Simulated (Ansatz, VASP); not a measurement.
B5As2: VASP beside Ansatz

```
CELL_PARAMETERS angstrom
3.26798 0.00000 0.00000
0.00000 6.18476 2.14437
0.00000 -6.18476 2.14437
ATOMIC_POSITIONS crystal
B 0.25773 0.68072 0.68072
B 0.74227 0.68072 0.68072
B 0.50000 0.30200 0.30200
B 0.50000 0.08177 0.90733
B 0.50000 0.90733 0.08177
As 0.00000 0.81006 0.19255
As 0.00000 0.19255 0.81006
```

Alike in both runs: functional PBE; k mesh 6 × 4 × 4; occupations gaussian, width 0.1 eV; no spin polarisation.

Ansatz relaxed the structure, and its values are those at the end. VASP's run is a single point on that final structure, the one shown.

```csv
,VASP,Ansatz
version,VASP 6.6.1,Ansatz 0.2.0
potentials or method,"VASP PAW PBE potentials, release 64 (B, As), cutoff 500 eV","scalar-relativistic, plane waves, PAW"
valence electrons in the cell,25,45
```

|  | VASP | Ansatz | Ansatz less VASP |
| --- | --- | --- | --- |
| gap on the k mesh at the Fermi level (eV) | none | none | - |
| pressure (GPa) | 0.3 | 0.0 | -0.23 |
| rms of the force components (eV/Å) | 0.013 | 0.015 | +0.0020 |

A gap of «none» marks a metal or a gap that the smearing closes. With one functional, cell and mesh, what is left measures potentials, basis and numerics. VASP's potentials hold 25 valence electrons a cell and Ansatz's 45, so a difference there can come from the potentials and not from the codes.

The k mesh is coarse, so the values compare programs but aren't converged.
